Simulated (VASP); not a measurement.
Write the native input for VASP 6.6.1 that does the following.

```
Task                   : single point
Functional             : PBEsol
Potentials or basis    : VASP PAW PBE potentials, release 64 (Na_pv)
Cutoff                 : 500 eV
k mesh                 : 4 × 4 × 2
Occupations            : gaussian, width 0.1 eV
Spin                   : no spin polarisation
Dipole correction      : no
Further INCAR settings : ALGO = Normal; EDIFF = 1e-06; NBANDS = 18
```

The structure of Na lies in POSCAR:

```
Na
1.0
    3.1966520447     -1.8565520294      0.0000000000
    3.1966520447      1.8565520294      0.0000000000
   -2.1744518352      0.0000000000      9.3648511597
Na
3
Direct
    0.1410000000      0.8870000000      0.1140000000
    0.3634150000      1.1094150000      0.7806760000
    0.9185850000      1.6645850000      0.4473240000
```

One way to write it, as run:

INCAR

```
SYSTEM = Na
PREC = Accurate
ENCUT = 500
EDIFF = 1E-6
ISMEAR = 0
SIGMA = 0.1
LREAL = .False.
LASPH = .True.
NELM = 120
ALGO = Normal
ISIF = 2
LWAVE = .False.
LCHARG = .False.
GGA = PS
NBANDS = 18
GGA_COMPAT = .False.
```

KPOINTS

```
regular mesh
0
Gamma
  4 4 2
  0 0 0
```

Potentials or basis: VASP PAW PBE potentials, release 64 (Na_pv).

Command:

```console
$ cat potpaw_PBE.64/Na_pv/POTCAR > POTCAR
$ mpirun -np 1 vasp_std > vasp.out
```

Results of the run:

| Item | Value |
| --- | --- |
| Pressure | -0.1 GPa |

Caveat: the k points lie up to 0.49 Å⁻¹ apart; the PAW data sets were made with another functional, which shifts forces and pressure a little.

Run time: 7.3 s on 1 thread of Intel(R) Xeon(R) 6975P-C (Granite Rapids), with other jobs on the host, peak memory 0.21 GiB.
